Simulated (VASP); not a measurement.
# Ag in VASP: notebook, part 3 of 3

VASP 6.6.1. The steps go on from the part before.

**5. Single point, PBE (biaxial strain in the a-b plane: -4.5 %)**

The input, INCAR:

```
SYSTEM = Ag
  ALGO = Fast
  EDIFF = 1E-7
  ENCUT = 520
  GGA = PE
  ISIF = 2
  ISMEAR = 0
  LASPH = .TRUE.
  LCHARG = .FALSE.
  LREAL = .FALSE.
  LWAVE = .FALSE.
  NBANDS = 18
  NELM = 60
  PREC = Accurate
  SIGMA = 0.1
```

The input, KPOINTS:

```
k-points
0
G
  18 18 12
  0 0 0
```

The input, POSCAR:

```
Ag
1.0
    1.9804304028      1.9804304028      0.0000000000
   -1.9804304028      1.9804304028      0.0000000000
    0.0000000000      0.0000000000      4.2594806779
Ag
2
Direct
    0.0000000000      0.0000000000      0.0000000000
    0.5000000000      0.5000000000      0.5000000000
```

On the command line:

```bash
$ cat potpaw_PBE.64/Ag/POTCAR > POTCAR
$ mpirun -np 1 vasp_std > vasp.out
```

It took 2.1 min on 1 thread of Intel Xeon Platinum 8175M at 2.50GHz (Skylake/Cascade Lake), shared host; peak memory 0.3 GiB.

It converged, with:

```
Free energy            : -5.3712 eV
Pressure               : 7.3 GPa
Band gap on the k mesh : zero (band 11 reaches 14.77 eV, above the bottom of band 12 at 5.43 eV)
```

Stress tensor (GPa, compression positive):
```
8.65 0.00 0.00
0.00 8.65 0.00
0.00 0.00 4.63
```

Levels at points of the mesh, in eV from the Fermi level:
| k point | band 8 | band 9 | band 10 | band 11 | band 12 | band 13 | band 14 | band 15 |
| --- | --- | --- | --- | --- | --- | --- | --- | --- |
| (0.00, 0.00, 0.00) | -3.58 | -3.00 | -2.82 | -2.82 | 0.78 | 5.72 | 11.66 | 11.66 |
| (0.50, 0.00, 0.00) | -4.17 | -3.71 | -3.71 | -0.25 | -0.25 | 8.67 | 8.67 | 8.87 |
| (0.50, 0.50, 0.00) | -2.97 | -2.58 | -2.58 | 2.01 | 2.01 | 7.51 | 7.51 | 10.32 |
| (0.00, 0.00, 0.50) | -3.88 | -3.88 | -3.88 | -3.30 | -3.30 | 14.41 | 14.41 | 15.32 |
| (0.50, 0.00, 0.50) | -3.10 | -2.91 | -2.91 | -0.45 | -0.45 | 3.73 | 3.73 | 14.90 |
| (0.50, 0.50, 0.50) | -3.82 | -2.58 | -2.58 | 6.04 | 6.04 | 6.04 | 6.04 | 7.62 |

Caveat: the cell differs from its parent crystal (biaxial strain in the a-b plane: -4.5 %).

**6. Single point, PBE (biaxial strain in the a-b plane: -3.0 %)**

The input, INCAR:

```
PREC = Accurate
ENCUT = 520
EDIFF = 1E-6
ISMEAR = 0
SIGMA = 0.1
LREAL = False
LASPH = True
NELM = 60
ALGO = Fast
ISIF = 2
LWAVE = False
LCHARG = False
GGA = PE
NBANDS = 18
```

The input, KPOINTS:

```
Automatic mesh
0
Gamma
  18 18 12
```

The input, POSCAR:

```
Ag
1.0
    2.0115366395      2.0115366395      0.0000000000
   -2.0115366395      2.0115366395      0.0000000000
    0.0000000000      0.0000000000      4.2221531938
Ag
2
Direct
    0.0000000000      0.0000000000      0.0000000000
    0.5000000000      0.5000000000      0.5000000000
```

Potentials or basis: VASP PAW PBE potentials, release 64 (Ag).

On the command line:

```bash
$ cat potpaw_PBE.64/Ag/POTCAR > POTCAR
$ mpirun -np 1 vasp_std > vasp.out
```

It took 2 min on 1 thread of Intel Xeon Platinum 8175M at 2.50GHz (Skylake/Cascade Lake), shared host; peak memory 0.3 GiB.

It converged, with:

```yaml
Free_energy: -5.4097 eV
Pressure: 4.5 GPa
Band_gap_on_the_k_mesh: zero (band 11 reaches 14.36 eV, above the bottom of band 12 at 5.09 eV)
```

Stress tensor (GPa, compression positive):
```
5.27 0.00 0.00
0.00 5.27 0.00
0.00 0.00 3.01
```

Levels at points of the mesh, in eV from the Fermi level:
| k point | band 7 | band 8 | band 9 | band 10 | band 11 | band 12 | band 13 | band 14 | band 15 | band 16 |
| --- | --- | --- | --- | --- | --- | --- | --- | --- | --- | --- |
| (0.00, 0.00, 0.00) | -3.94 | -3.62 | -2.99 | -2.79 | -2.79 | 1.08 | 5.95 | 11.24 | 11.24 | 16.06 |
| (0.50, 0.00, 0.00) | -4.11 | -4.11 | -3.69 | -3.69 | -0.35 | -0.35 | 8.79 | 8.79 | 8.91 | 8.91 |
| (0.50, 0.50, 0.00) | -2.88 | -2.88 | -2.64 | -2.64 | 1.89 | 1.89 | 7.13 | 7.13 | 10.36 | 10.36 |
| (0.00, 0.00, 0.50) | -3.86 | -3.86 | -3.86 | -3.86 | -3.31 | -3.31 | 14.75 | 14.75 | 14.95 | 14.95 |
| (0.50, 0.00, 0.50) | -3.04 | -3.04 | -2.92 | -2.92 | -0.39 | -0.39 | 3.60 | 3.60 | 15.07 | 15.07 |
| (0.50, 0.50, 0.50) | -3.77 | -3.77 | -2.64 | -2.64 | 5.96 | 5.96 | 5.96 | 5.96 | 7.30 | 7.30 |

Caveat: the cell differs from its parent crystal (biaxial strain in the a-b plane: -3.0 %).

**7. Overview**

| cell | k mesh | gap on the mesh (eV) | pressure (GPa) |
| --- | --- | --- | --- |
| a = 2.902 Å, angles 60.0°, 1 atom | 8 × 8 × 8 | none | 3.5 |
| a = 2.933 Å, angles 60.0°, 1 atom | 18 × 18 × 18 | none | -0.1 |
| a = 2.801, b = 2.801, c = 4.259 Å, 2 atoms | 18 × 18 × 12 | none | 7.3 |
| a = 2.845, b = 2.845, c = 4.222 Å, 2 atoms | 18 × 18 × 12 | none | 4.5 |

Alike in all rows: task single point; level PBE; potentials or basis VASP PAW PBE potentials, release 64 (Ag); no spin polarisation; cutoff (eV) 520; smearing gaussian 0.1 eV.

Total energies depend on the potentials used, so only differences within one code and one set of settings carry meaning.
